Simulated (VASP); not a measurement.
The system is KBr.

```
K Br
1.0
     0.00000    3.10874    3.34884
     3.10874    0.00000    3.34884
     3.10874    3.10874    0.00000
K Br
1 1
Direct
  0.00000 0.00000 0.00000
  0.50000 0.50000 0.50000
```

This cell differs from its parent crystal: epitaxial xy strain -5.9%.

Base run:

```yaml
Program: VASP 6.6.1
Functional: PBE
Potentials_or_basis: VASP PAW PBE potentials, release 64 (K_sv, Br)
Cutoff: 520 eV
k_mesh: 6 × 6 × 6
Occupations: fermi-dirac, width 0.02 eV
Spin: no spin polarisation
```

Its results: band gap on the k mesh 4.68 eV, direct; pressure 3.4 GPa.

Task: The run is repeated on the same cell with these changes: functional from PBE to r2SCAN; occupations from fermi-dirac, width 0.02 eV to gaussian, width 0.01 eV. What comes out?

Result: Band gap on the k mesh 5.34 eV, direct; pressure 2.7 GPa.

Caveats: the PAW data sets were made with another functional, which shifts forces and pressure a little (some runs).

